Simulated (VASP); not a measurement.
Runs of VASP 6.6.1 on ZnCu. The structure is that of space group Pm-3m (No. 221), or close to it. The cells are those of the table. 

| cell | gap on the mesh (eV) | pressure (GPa) |
| --- | --- | --- |
| a = 2.891 Å, 2 atoms | none | 5.0 |
| a = 2.921 Å, 2 atoms | none | (a) |
| a = 2.861 Å, 2 atoms | none | (b) |
| a = 2.978 Å, 2 atoms | none | -6.1 |
| a = 2.949 Å, 2 atoms | none | -3.0 |

Alike in all rows: task electric field gradients; level r2SCAN; potentials or basis VASP PAW PBE potentials, release 64 (Zn, Cu); no spin polarisation; k mesh 12 × 12 × 12; cutoff (eV) 520; smearing fermi-dirac 0.05 eV.

Question: Estimate the missing entries.

Answer: (a) 0.6; (b) 10.3.

Caveats: the PAW data sets were made with another functional, which shifts forces and pressure a little; the cell stands under pressure (at least some runs); the cell stands under tension (at least some runs).

A gap of «none» marks levels without a gap at the run's occupations.
